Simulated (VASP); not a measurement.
# TaAs (I4_1md) in VASP: a series of runs

TaAs is run at these levels: PBE; tasks: relaxation of shape and atoms at fixed volume.

All numbers are computed with VASP 6.6.1; they aren't measurements. Logs are shortened: lines on timing, memory, paths and dates and some standing lists are left out, and cuts for length are marked.

## Step 1: The cell of the first run

It takes space group I4_1md (No. 109, tetragonal). The conventional cell has a = 3.420 Å, b = 3.420 Å, c = 11.549 Å, α = 90.00°, β = 90.00°, γ = 90.00°. Ta (site symmetry 2mm) has 6 As at 2.59 to 2.60 Å and 8 Ta at 3.36 to 3.42 Å within 3.5 Å. As (site symmetry 2mm) has 6 Ta at 2.59 to 2.60 Å and 8 As at 3.36 to 3.42 Å within 3.5 Å.

## Step 2: Relaxation of shape and atoms at fixed volume, PBE (16.89 Å³/atom)

File INCAR:

```
SYSTEM = TaAs
PREC = Accurate
ENCUT = 500
EDIFF = 1E-7
ISMEAR = 0
SIGMA = 0.05
LREAL = .FALSE.
LASPH = .TRUE.
NELM = 120
ALGO = Normal
ISIF = 4
LWAVE = .FALSE.
LCHARG = .FALSE.
GGA = PE
IBRION = 2
NSW = 60
EDIFFG = -0.01
GGA_COMPAT = .FALSE.
NELMIN = 4
```

File KPOINTS:

```
regular mesh
0
G
  16 16 16
  0 0 0
```

File POSCAR:

```
TaAs
1.0
   -1.7100586659      1.7100586659      5.7745371061
    1.7100586659     -1.7100586659      5.7745371061
    1.7100586659      1.7100586659     -5.7745371061
Ta As
2 2
Direct
    0.5003092677      1.0003092677      0.5000000000
    0.7503092677      0.7503092677      0.0000000000
    0.0822901523      0.5822901523      0.5000000000
    0.3322901523      0.3322901523      0.0000000000
```

Potentials or basis: VASP PAW PBE potentials, release 64 (Ta_pv, As).

Run with:

```bash
$ cat potpaw_PBE.64/Ta_pv/POTCAR potpaw_PBE.64/As/POTCAR > POTCAR
$ mpirun -np 1 vasp_std > vasp.out
```

OUTCAR:

```text
SYSTEM = TaAs
   PREC = Accurate
   ENCUT = 500
   EDIFF = 1E-7
   ISMEAR = 0
   LREAL = .FALSE.
   LASPH = .TRUE.
   NELM = 120
   ISIF = 4
   GGA = PE
   IBRION = 2
   NSW = 60
   EDIFFG = -0.01
   NELMIN = 4

 ion  position               nearest neighbor table
   1  0.500  0.000  0.500-   4 2.59   4 2.59   3 2.60   3 2.60   3 2.60   3 2.60   2 3.36   2 3.36
                             2 3.36   2 3.36
   2  0.750  0.750  0.000-   3 2.59   3 2.59   4 2.60   4 2.60   4 2.60   4 2.60   1 3.36   1 3.36
                             1 3.36   1 3.36
   3  0.082  0.582  0.500-   2 2.59   2 2.59   1 2.60   1 2.60   1 2.60   1 2.60
   4  0.332  0.332  0.000-   1 2.59   1 2.59   2 2.60   2 2.60   2 2.60   2 2.60

  LATTYP: Found a body centered tetragonal cell.
 ALAT       =     3.4201173318
 C/A-ratio  =     3.3768064343

  Lattice vectors:

 A1 = (  -1.7100586659,   1.7100586659,   5.7745371061)
 A2 = (   1.7100586659,  -1.7100586659,   5.7745371061)
 A3 = (   1.7100586659,   1.7100586659,  -5.7745371061)

Analysis of symmetry for initial positions (statically):
=====================================================================
 Subroutine PRICEL returns:
 Original cell was already a primitive cell.

 Routine SETGRP: Setting up the symmetry group for a
 body centered tetragonal supercell.

 Subroutine GETGRP returns: Found  8 space group operations
 (whereof  4 operations were pure point group operations)
 out of a pool of 16 trial point group operations.

The static configuration has the point symmetry C_2v.
 The point group associated with its full space group is C_4v.

Analysis of symmetry for dynamics (positions and initial velocities):
=====================================================================
 Subroutine PRICEL returns:
 Original cell was already a primitive cell.

 Routine SETGRP: Setting up the symmetry group for a
 body centered tetragonal supercell.

 Subroutine GETGRP returns: Found  8 space group operations
 (whereof  4 operations were pure point group operations)
 out of a pool of 16 trial point group operations.

The dynamic configuration has the point symmetry C_2v.
 The point group associated with its full space group is C_4v.

 Subroutine INISYM returns: Found  8 space group operations
 (whereof  4 operations are pure point group operations),
 and found     1 'primitive' translations

----------------------------------------------------------------------------------------

                                     Primitive cell

  volume of cell :      67.5459

  direct lattice vectors                    reciprocal lattice vectors
    -1.710058666  1.710058666  5.774537106     0.000000000  0.292387630  0.086587027
     1.710058666 -1.710058666  5.774537106     0.292387630  0.000000000  0.086587027
     1.710058666  1.710058666 -5.774537106     0.292387630  0.292387630  0.000000000

  length of vectors
     6.260501583  6.260501583  6.260501583     0.304939075  0.304939075  0.413498551

  position of ions in fractional coordinates (direct lattice)
     0.500309268  0.000309268  0.500000000
     0.750309268  0.750309268  0.000000000
     0.082290152  0.582290152  0.500000000
     0.332290152  0.332290152  0.000000000

  ion indices of the primitive-cell ions
   primitive index   ion index
                 1           1
                 2           2
                 3           3
                 4           4

----------------------------------------------------------------------------------------

 KPOINTS: regular mesh

Automatic generation of k-mesh.
 Grid dimensions read from file:
 generate k-points for:   16   16   16

 Generating k-lattice:

  Cartesian coordinates                     Fractional coordinates (reciprocal lattice)
     0.000000000  0.018274227  0.005411689     0.062500000  0.000000000  0.000000000
     0.018274227  0.000000000  0.005411689     0.000000000  0.062500000  0.000000000
     0.018274227  0.018274227  0.000000000     0.000000000  0.000000000  0.062500000

  Length of vectors
     0.019058692  0.019058692  0.025843659

  Shift w.r.t. Gamma in fractional coordinates (k-lattice)
     0.000000000  0.000000000  0.000000000

 Subroutine IBZKPT returns following result:
 ===========================================

 Found    349 irreducible k-points:

 Following reciprocal coordinates:
            Coordinates               Weight
  0.000000  0.000000  0.000000      1.000000
  0.062500  0.000000  0.000000      8.000000
  0.125000  0.000000  0.000000      8.000000
  0.187500  0.000000  0.000000      8.000000
  0.250000  0.000000  0.000000      8.000000
  0.312500  0.000000  0.000000      8.000000
[... 16 lines left out ...]
 -0.125000  0.062500  0.000000     16.000000
 -0.062500  0.062500  0.000000      4.000000
 [... further k-points ...]
   k-points           NKPTS =    349   k-points in BZ     NKDIM =    349   number of bands    NBANDS=     20
   number of dos      NEDOS =    301   number of ions     NIONS =      4
   total plane-waves  NPLWV = 110592
   dimension x,y,z NGX =    48 NGY =   48 NGZ =   48
   dimension x,y,z NGXF=    96 NGYF=   96 NGZF=   96
   ions per type =               2   2
   NGX,Y,Z   is equivalent  to a cutoff of  12.75, 12.75, 12.75 a.u.
   NGXF,Y,Z  is equivalent  to a cutoff of  25.49, 25.49, 25.49 a.u.
 SYSTEM =  TaAs
   PREC   = accura    normal or accurate (medium, high low for compatibility)
   ISTART =      0    job   : 0-new  1-cont  2-samecut
   ICHARG =      2    charge: 1-file 2-atom 10-const
   ISPIN  =      1    spin polarized calculation?
   LNONCOLLINEAR =      F non collinear calculations
   LSORBIT =      F    spin-orbit coupling
   LASPH  =      T    aspherical Exc in radial PAW
   ENCUT  =  500.0 eV  36.75 Ry    6.06 a.u.  11.41 11.41 11.41*2*pi/ulx,y,z
   NELM   =    120;   NELMIN=  4; NELMDL= -5     # of ELM steps
   EDIFF  = 0.1E-06   stopping-criterion for ELM
   LREAL  =      F    real-space projection
   EDIFFG = -.1E-01   stopping-criterion for IOM
   NSW    =     60    number of steps for IOM
   IBRION =      2    ionic relax: 0-MD 1-quasi-New 2-CG
   NFREE  =      1    steps in history (QN), initial steepest desc. (CG)
   ISIF   =      4    stress and relaxation
   ISYM   =      2    0-nonsym 1-usesym 2-fastsym
   POTIM  = 0.5000    time-step for ionic-motion
   TEBEG  =    0.0;   TEEND  =   0.0 temperature during run
   PSTRESS=    0.0 pullay stress
   NELECT =      32.0000    total number of electrons
   NUPDOWN=      -1.0000    fix difference up-down
   EMIN   =  10.00;   EMAX   =-10.00  energy-range for DOS
   EFERMI =   0.00;   METHOD = LEGACY
   ISMEAR =     0;   SIGMA  =   0.05  broadening in eV -4-tet -1-fermi 0-gaus
   EFERMI_NEDOS =   21; number of points for ismear=-14 and -15
   IALGO  =     38    algorithm
   IMIX   =      4    mixing-type and parameters
     AMIX     =   0.40;   BMIX     =  1.00
     AMIX_MAG =   1.60;   BMIX_MAG =  1.00
  volume/ion in A,a.u.               =      16.89       113.96
  Fermi-wavevector in a.u.,A,eV,Ry     =   1.276219  2.411704 22.160273  1.628734
  Thomas-Fermi vector in A             =   2.408887
   LORBIT       =      0    0 simple, 1 ext, 2 COOP (PROOUT), +10 PAW based schemes
   GGA     = PE    functional components
   LHFCALC =     F    Hartree Fock is set to
   AEXX    =    0.0000 exact exchange contribution
   IVDW    =     0    specifies the selected vdW correction
   LEPSILON=     F    determine dielectric tensor
   LRPA    =     F    only Hartree local field effects (RPA)
 conjugate gradient relaxation of ions
 non-spin polarized calculation
 Gauss-broadening in eV      SIGMA  =   0.05
  energy-cutoff  :      500.00
  volume of cell :       67.55
 maximum number of plane-waves:      1737
 NGX is ok and might be reduce to    48
   NGX = 23   NGY = 23   NGZ = 23

--------------------------------------- Ionic step        1  -------------------------------------------

 number of electron      32.0000000 magnetization

 Free energy of the ion-electron system (eV)
  ---------------------------------------------------
  ext. energy  EPLUGINS =         0.00000000
  ---------------------------------------------------
  free energy    TOTEN  =       -35.04173371 eV

  energy without entropy =      -35.04127224  energy(sigma->0) =      -35.04150297

------------------------ aborting loop because EDIFF is reached ----------------------------------------

  FORCE on cell =-STRESS in cart. coord.  units (eV):
  Direction    XX          YY          ZZ          XY          YZ          ZX
  --------------------------------------------------------------------------------------
  -------------------------------------------------------------------------------------
  Total        3.6280100      3.6280100      3.3379171      0.0000000      0.0000000      0.0000000
  in kB       86.0557443     86.0557443     79.1747950      0.0000000      0.0000000      0.0000000
  external PRESSURE =      83.7620945 kB  Pullay stress =       0.0000000 kB
[... 99 lines left out ...]
  energy  without entropy=      -35.0417323464  energy(sigma->0) =      -35.04195723

--------------------------------------- Ionic step        4  -------------------------------------------

 number of electron      32.0000000 magnetization

 Free energy of the ion-electron system (eV)
  ---------------------------------------------------
  ext. energy  EPLUGINS =         0.00000000
  ---------------------------------------------------
  free energy    TOTEN  =       -35.04223856 eV

  energy without entropy =      -35.04179118  energy(sigma->0) =      -35.04201487

 E-fermi :   7.2669     XC(G=0): -12.0561

 val. band max:        7.2657646126   @ k =  -0.1250  -0.4375   0.1250
 cond. band min:       7.2837790504   @ k =  -0.2500   0.5000   0.2500
 fundamental gap:      0.0180144378
 Fermi energy:         7.2669422104

 k-point     1 :       0.0000    0.0000    0.0000
  band No.  band energies     occupation
      1     -27.6522      2.00000
      2     -27.6013      2.00000
      3     -27.6013      2.00000
      4     -27.4432      2.00000
      5     -27.4432      2.00000
      6     -27.3735      2.00000
[... 12 lines left out ...]
     19       9.7489      0.00000
[... 513 lines left out ...]
      4     -27.4498      2.00000
      5     -27.4482      2.00000
      6     -27.3736      2.00000
[... 12 lines left out ...]
     19       9.8435      0.00000
     20      10.2096      0.00000

 [... further k-points ...]
[... 5 lines left out ...]
  --------------------------------------------------------------------------------------
  -------------------------------------------------------------------------------------
  Total        3.4937432      3.4937432      3.4776719      0.0000000      0.0000000      0.0000000
  in kB       82.8709621     82.8709621     82.4897525      0.0000000      0.0000000      0.0000000
  external PRESSURE =      82.7438923 kB  Pullay stress =       0.0000000 kB
[... 19 lines left out ...]
  FREE ENERGIE OF THE ION-ELECTRON SYSTEM (eV)
  ---------------------------------------------------
  free  energy   TOTEN  =       -35.0422385647 eV

  energy  without entropy=      -35.0417911817  energy(sigma->0) =      -35.04201487

 reached required accuracy - stopping structural energy minimisation
```

Run time: 16 min. Hardware: 1 thread of Intel Xeon 6975P-C (Granite Rapids), shared host; peak memory 0.65 GiB.

What came out:

| Item | Value |
| --- | --- |
| Free energy | -35.0422 eV |
| Energy gained by relaxing | 0.1 meV/atom |
| Ionic steps | 4 |
| Pressure after relaxing | 8.3 GPa |
| Largest force after relaxing | 0.009 eV/Å |
| Band gap on the k mesh | zero (bands 16 and 17 overlap by 0.04 eV) |

Forces in eV/Å, atoms in the order of the input:
```
Ta   0.000  0.000 -0.009
Ta   0.000  0.000 -0.009
As   0.000  0.000  0.009
As   0.000  0.000  0.009
```

Step by step:
```tsv
step	energy change (eV)	largest force (eV/Å)	pressure (GPa)	volume (Å³)
1	0.0000	0.0152	8.38	67.55
2	-0.0004	0.0256	8.31	67.55
3	-0.0004	0.0279	8.29	67.55
4	-0.0005	0.0091	8.27	67.55
```

Final structure:
```cif
data_structure
_symmetry_space_group_name_H-M 'P 1'
_symmetry_Int_Tables_number 1
_cell_length_a 6.2454
_cell_length_b 6.2454
_cell_length_c 6.2454
_cell_angle_alpha 148.167
_cell_angle_beta 148.167
_cell_angle_gamma 45.639
_cell_volume 67.55
loop_
_atom_site_label
_atom_site_type_symbol
_atom_site_fract_x
_atom_site_fract_y
_atom_site_fract_z
_atom_site_occupancy
Ta1 Ta 0.50052 0.00052 0.50000 1
Ta2 Ta 0.75052 0.75052 0.00000 1
As1 As 0.08208 0.58208 0.50000 1
As2 As 0.33208 0.33208 0.00000 1
```

Levels at points of the mesh, in eV from the Fermi level:
| k point | band 12 | band 13 | band 14 | band 15 | band 16 | band 17 | band 18 | band 19 | band 20 |
| --- | --- | --- | --- | --- | --- | --- | --- | --- | --- |
| (0.00, 0.00, 0.00) | -2.54 | -2.42 | -1.96 | -1.67 | -1.67 | 0.88 | 1.62 | 2.48 | 3.17 |
| (0.50, 0.00, 0.00) | -3.57 | -2.54 | -2.30 | -1.59 | -0.19 | 0.11 | 1.44 | 2.37 | 2.53 |
| (0.50, 0.50, 0.00) | -5.19 | -3.20 | -3.20 | -1.17 | -1.17 | 2.87 | 2.87 | 3.19 | 3.19 |
| (0.50, 0.50, 0.50) | -2.97 | -2.91 | -2.91 | -0.96 | -0.96 | 1.23 | 1.23 | 2.43 | 2.43 |

Caveat: spin-orbit coupling is left out, which moves the levels of the heavy elements.

(Continued in part 2 of 2.)
